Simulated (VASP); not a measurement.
Here is a VASP 6.6.1 calculation.

INCAR

```
PREC     = Accurate       # precision mode
ENCUT    = 600            # plane-wave cutoff, eV
EDIFF    = 1E-6           # SCF threshold, eV
ISMEAR   = -1             # smearing method
SIGMA    = 0.05           # smearing width, eV
LREAL    = F              # projectors in reciprocal space
LASPH    = T              # aspherical terms in the spheres
NELM     = 100            # most SCF steps
ALGO     = Normal         # electronic algorithm
ISIF     = 3              # what is computed and relaxed
LWAVE    = F              # write WAVECAR
LCHARG   = F              # write CHGCAR
GGA      = PS             # functional
IBRION   = 2              # ionic algorithm
NSW      = 80             # ionic steps
EDIFFG   = -0.005         # ionic threshold
PSTRESS  = 300.0
```

KPOINTS

```
Automatic mesh
0
Gamma
  11 11 6
```

File POSCAR:

```
Ir
1.0
    2.7513778946      0.0000000000      0.0000000000
   -1.3756889473      2.3827631521      0.0000000000
    0.0000000000      0.0000000000      4.4622900000
Ir
2
Direct
    0.3333333333      0.6666666667      0.2500000000
    0.6666666667      0.3333333333      0.7500000000
```

Potentials or basis: VASP PAW PBE potentials, release 64 (Ir).

Command:

```console
$ cat potpaw_PBE.64/Ir/POTCAR > POTCAR
$ mpirun -np 1 vasp_std > vasp.out
```

(1) Estimate the relaxed volume.

(2) Predict the space group after relaxing (to 0.05 Å).

Results:

(1) 13.25 Å³/atom.

(2) P6_3/mmc (No. 194).

Caveat: the cell is relaxed towards a set pressure, so the enthalpy falls and the energy may rise; the PAW data sets were made with another functional, which shifts forces and pressure a little.
